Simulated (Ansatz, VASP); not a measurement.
**Two plane-wave programs on Ru**

File INCAR:

```
SYSTEM = Ru
ALGO = Fast
EDIFF = 1E-6
ENCUT = 520
GGA = PE
ISIF = 2
ISMEAR = 0
LASPH = .TRUE.
LCHARG = .TRUE.
LELF = .TRUE.
LREAL = .FALSE.
LVHAR = .TRUE.
LWAVE = .FALSE.
NBANDS = 21
NELM = 80
PREC = Accurate
SIGMA = 0.15
```

File KPOINTS:

```
k-points
0
G
  12 12 8
  0 0 0
```

POSCAR

```
Ru
1.0
    2.6571078821      0.0696395144     -0.0517489593
   -1.2682443524      2.3977469794      0.0080678749
   -0.0817468010     -0.0324802703      4.3208122670
Ru
2
Direct
    0.2868879151      0.5971273387      0.2119679736
    0.7131120849      0.4028726613      0.7880320264
```

Input for Ansatz:

```yaml
crystal:
  lattice:
    - [2.6571078821, 0.0696395144, -0.0517489593]
    - [-1.2682443524, 2.3977469794, 0.0080678749]
    - [-0.081746801, -0.0324802703, 4.320812267]
  atoms:
    - { symbol: Ru, position: [0.2868879151, 0.5971273387, 0.2119679736] }
    - { symbol: Ru, position: [0.7131120849, 0.4028726613, 0.7880320264] }
basis:
  ecutwfc: 420
kpoints:
  mp_grid: { grid: [12, 12, 8] }
hamiltonian:
  xc: pbe
scf:
  occupations: { method: gaussian, width: 0.15 }
output:
  forces: true
  stress: true
  eigenvalues: true
```

Change from the starting cell: all atoms moved at random, sigma 0.4 Å a component, cell strained at random, sigma 0.03.

Alike in both runs: task single point; functional PBE; k mesh 12 × 12 × 8; occupations gaussian, width 0.15 eV; no spin polarisation.

|  | VASP | Ansatz |
| --- | --- | --- |
| version | VASP 6.6.1 | Ansatz 0.2.0 |
| potentials or method | VASP PAW PBE potentials, release 64 (Ru_pv), cutoff 520 eV | scalar-relativistic, plane waves, PAW |
| valence electrons in the cell | 28 | 32 |

|  | VASP | Ansatz | Ansatz less VASP |
| --- | --- | --- | --- |
| gap on the k mesh at the Fermi level (eV) | none | none | - |
| pressure (GPa) | 24.2 | 23.5 | -0.67 |
| traceless stress, the component that is largest in VASP (GPa) | -31.09 | -30.50 | +0.593 |
| rms of the force components (eV/Å) | 3.557 | 3.472 | -0.0847 |

Atom by atom the forces differ by 0.088 eV/Å (rms over components). A gap of «none» marks a metal or a gap that the smearing closes. The functional is the same, so the differences come from potentials, cutoffs and numerics. VASP's potentials hold 28 valence electrons a cell and Ansatz's 32, so a difference there can come from the potentials and not from the codes.
